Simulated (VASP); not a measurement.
# Cu (Pm-3m) in VASP: notebook, part 2 of 2

VASP 6.6.1. Earlier steps stand in the parts before.

## (3) Single point, r2SCAN0

POSCAR reads:

```
Cu
1.0
    2.3690857466      0.0000000000      0.0000000000
    0.0000000000      2.3690857466      0.0000000000
    0.0000000000      0.0000000000      2.3690857466
Cu
1
Direct
    0.0000000000      0.0000000000      0.0000000000
```

INCAR.step1 reads:

```
ALGO = Normal
EDIFF = 1E-5
ENCUT = 520
GGA = PE
ISIF = 2
ISMEAR = -1
LASPH = True
LCHARG = False
LREAL = False
LWAVE = True
NBANDS = 12
NELM = 60
PREC = Accurate
SIGMA = 0.1
```

INCAR.step2 reads:

```
AEXX = 0.25
ALGO = Normal
EDIFF = 1E-7
ENCUT = 520
ISIF = 2
ISMEAR = -1
ISTART = 1
LASPH = True
LCHARG = False
LHFCALC = True
LMIXTAU = True
LREAL = False
LWAVE = False
METAGGA = R2SCAN
NBANDS = 12
NELM = 60
PREC = Accurate
PRECFOCK = Normal
SIGMA = 0.1
```

KPOINTS reads:

```
k-points
0
Gamma
  7 7 7
```

Potentials or basis: VASP PAW PBE potentials, release 64 (Cu).

Command:

```bash
$ cat potpaw_PBE.64/Cu/POTCAR > POTCAR
$ cp INCAR.step1 INCAR
$ mpirun -np 1 vasp_std > vasp.out
$ cp INCAR.step2 INCAR
$ mpirun -np 1 vasp_std > vasp.out
```

OUTCAR:

```text
AEXX = 0.25
   EDIFF = 1E-7
   ENCUT = 520
   ISIF = 2
   ISMEAR = -1
   ISTART = 1
   LASPH = True
   LHFCALC = True
   LREAL = False
   METAGGA = R2SCAN
   NELM = 60
   PREC = Accurate
   PRECFOCK = Normal

 ion  position               nearest neighbor table
   1  0.000  0.000  0.000-

  LATTYP: Found a simple cubic cell.
 ALAT       =     2.3690857466

  Lattice vectors:

 A1 = (   2.3690857466,   0.0000000000,   0.0000000000)
 A2 = (   0.0000000000,   2.3690857466,   0.0000000000)
 A3 = (   0.0000000000,   0.0000000000,   2.3690857466)

Analysis of symmetry for initial positions (statically):
=====================================================================
 Subroutine PRICEL returns:
 Original cell was already a primitive cell.

 Routine SETGRP: Setting up the symmetry group for a
 simple cubic supercell.

 Subroutine GETGRP returns: Found 48 space group operations
 (whereof 48 operations were pure point group operations)
 out of a pool of 48 trial point group operations.

The static configuration has the point symmetry O_h .

Analysis of symmetry for dynamics (positions and initial velocities):
=====================================================================
 Subroutine PRICEL returns:
 Original cell was already a primitive cell.

 Routine SETGRP: Setting up the symmetry group for a
 simple cubic supercell.

 Subroutine GETGRP returns: Found 48 space group operations
 (whereof 48 operations were pure point group operations)
 out of a pool of 48 trial point group operations.

The dynamic configuration has the point symmetry O_h .

 Subroutine INISYM returns: Found 48 space group operations
 (whereof 48 operations are pure point group operations),
 and found     1 'primitive' translations

----------------------------------------------------------------------------------------

                                     Primitive cell

  volume of cell :      13.2967

  direct lattice vectors                    reciprocal lattice vectors
[... 116 lines left out ...]
   IVDW    =     0    specifies the selected vdW correction
   LEPSILON=     F    determine dielectric tensor
   LRPA    =     F    only Hartree local field effects (RPA)
 non-spin polarized calculation
  energy-cutoff  :      520.00
  volume of cell :       13.30
 maximum number of plane-waves:       366
 NGX is ok and might be reduce to    18
  NGX = 14; NGY = 14; NGZ = 14

 number of electron      11.0000033 magnetization

 Free energy of the ion-electron system (eV)
  ---------------------------------------------------
  ext. energy  EPLUGINS =         0.00000000
  ---------------------------------------------------
  free energy    TOTEN  =        -8.91364552 eV

  energy without entropy =       -8.91247473  energy(sigma->0) =       -8.91306012

 E-fermi :   5.8739     XC(G=0):  -9.8615

 val. band max:        5.0858830758   @ k =   0.4286   0.1429   0.1429
 cond. band min:       6.1437871745   @ k =   0.2857   0.2857   0.2857
 fundamental gap:      1.0579040987
 Fermi energy:         5.8739007289

 k-point     1 :       0.0000    0.0000    0.0000
  band No.  band energies     occupation
      1      -4.0162      2.00000
      2      -0.2147      2.00000
      3      -0.2147      2.00000
      4       2.5118      2.00000
      5       2.5118      2.00000
      6       2.5118      2.00000
      7      26.1437      0.00000
      8      26.1437      0.00000
      9      26.1437      0.00000
     10      29.7248      0.00000
     11      29.7248      0.00000
     12      33.7666      0.00000
[... 271 lines left out ...]
 k-point    20 :       0.4286    0.4286    0.4286
  band No.  band energies     occupation
      1       0.0356      2.00000
      2       0.1810      2.00000
      3       0.1810      2.00000
      4       3.2264      2.00000
      5       3.2264      2.00000
      6      15.0443      0.00000
      7      18.0269      0.00000
      8      18.0269      0.00000
      9      20.4887      0.00000
     10      24.4243      0.00000
     11      24.4243      0.00000
     12      26.4531      0.00000

------------------------ aborting loop because EDIFF is reached ----------------------------------------

  FORCE on cell =-STRESS in cart. coord.  units (eV):
  Direction    XX          YY          ZZ          XY          YZ          ZX
  --------------------------------------------------------------------------------------
  -------------------------------------------------------------------------------------
  Total        0.1089429      0.1089429      0.1089429     -0.0000000      0.0000000     -0.0000000
  in kB       13.1270521     13.1270521     13.1270521     -0.0000000      0.0000000     -0.0000000
  external PRESSURE =      13.1270521 kB  Pullay stress =       0.0000000 kB

 VOLUME and BASIS-vectors are now :
 -----------------------------------------------------------------------------
  energy-cutoff  :      520.00
  volume of cell :       13.30
      direct lattice vectors                 reciprocal lattice vectors
     2.369085747  0.000000000  0.000000000     0.422103759  0.000000000  0.000000000
     0.000000000  2.369085747  0.000000000     0.000000000  0.422103759  0.000000000
     0.000000000  0.000000000  2.369085747     0.000000000  0.000000000  0.422103759

 POSITION                                       TOTAL-FORCE (eV/Angst)
 -----------------------------------------------------------------------------------
      0.00000      0.00000      0.00000         0.000000      0.000000      0.000000
 -----------------------------------------------------------------------------------
    total drift:                               -0.000000      0.000000     -0.000000

  FREE ENERGIE OF THE ION-ELECTRON SYSTEM (eV)
  ---------------------------------------------------
  free  energy   TOTEN  =        -8.9136455172 eV

  energy  without entropy=       -8.9124747261  energy(sigma->0) =       -8.91306012
```

OUTCAR.step1:

```text
EDIFF = 1E-5
   ENCUT = 520
   GGA = PE
   ISIF = 2
   ISMEAR = -1
   LASPH = True
[... 508 lines left out ...]

 POSITION                                       TOTAL-FORCE (eV/Angst)
 -----------------------------------------------------------------------------------
      0.00000      0.00000      0.00000         0.000000      0.000000      0.000000
 -----------------------------------------------------------------------------------
    total drift:                               -0.000000      0.000000      0.000000

  FREE ENERGIE OF THE ION-ELECTRON SYSTEM (eV)
  ---------------------------------------------------
  free  energy   TOTEN  =        -3.2541259807 eV

  energy  without entropy=       -3.2448914844  energy(sigma->0) =       -3.24950873
```

Wall time 7.6 min (1 thread of Intel Xeon Platinum 8488C (Sapphire Rapids), shared host); peak memory 0.13 GiB.

What came out:

| Property | Result |
| --- | --- |
| Free energy | -8.9136 eV |
| Pressure | 1.3 GPa |

Caveat: the k points lie up to 0.38 Å⁻¹ apart; the PAW data sets were made with another functional, which shifts forces and pressure a little.

## (4) Single point, r2SCAN

POSCAR reads:

```
Cu
1.0
    2.3690857482      0.0000000000      0.0000000000
    0.0000000000      2.3690857482      0.0000000000
    0.0000000000      0.0000000000      2.3690857482
Cu
1
Direct
    0.0000000000      0.0000000000      0.0000000000
```

INCAR.step1 reads:

```
PREC = Accurate
ENCUT = 520
ISMEAR = -1
SIGMA = 0.1
LREAL = F
LASPH = T
NELM = 100
NBANDS = 12
GGA = PE
ALGO = Normal
EDIFF = 1E-4
LWAVE = T
LCHARG = F
```

INCAR.step2 reads:

```
PREC = Accurate
ENCUT = 520
EDIFF = 1E-7
ISMEAR = -1
SIGMA = 0.1
LREAL = F
LASPH = T
NELM = 100
ALGO = Normal
ISIF = 2
LWAVE = F
LCHARG = F
METAGGA = R2SCAN
LMIXTAU = T
NBANDS = 12
ISTART = 1
```

KPOINTS reads:

```
Automatic mesh
0
Gamma
  13 13 13
```

Command:

```bash
$ cat potpaw_PBE.64/Cu/POTCAR > POTCAR
$ cp INCAR.step1 INCAR
$ mpirun -np 1 vasp_std > vasp.out
$ cp INCAR.step2 INCAR
$ mpirun -np 1 vasp_std > vasp.out
```

Wall time 28 s (1 thread of Intel Xeon 6975P-C, shared host); peak memory 0.13 GiB.

It converged, with:

| Property | Result |
| --- | --- |
| Free energy | -10.3294 eV |
| Pressure | 0.6 GPa |

Levels at points of the mesh, in eV from the Fermi level:
```
           k point  band 4  band 5  band 6  band 7  band 8  band 9
(0.00, 0.00, 0.00)   -1.43   -1.43   -1.43   18.88   18.88   18.88
```

Caveat: the PAW data sets were made with another functional, which shifts forces and pressure a little.

## (5) Summary

| level | k mesh | grid for exact exchange (PRECFOCK) | gap on the mesh (eV) | pressure (GPa) |
| --- | --- | --- | --- | --- |
| r2SCAN | 7 × 7 × 7 | - | none | 1.1 |
| r2SCAN0 | 7 × 7 × 7 | Normal | none | 1.3 |
| r2SCAN | 13 × 13 × 13 | - | none | 0.6 |

Alike in all rows: task single point; potentials or basis VASP PAW PBE potentials, release 64 (Cu); no spin polarisation; cell a = 2.369 Å, 1 atom; cutoff (eV) 520; smearing fermi-dirac 0.1 eV.

Caveats: some runs use coarse meshes; the PAW data sets were made with another functional, which shifts forces and pressure a little.

Absolute energies hang on the potentials; compare differences alone.
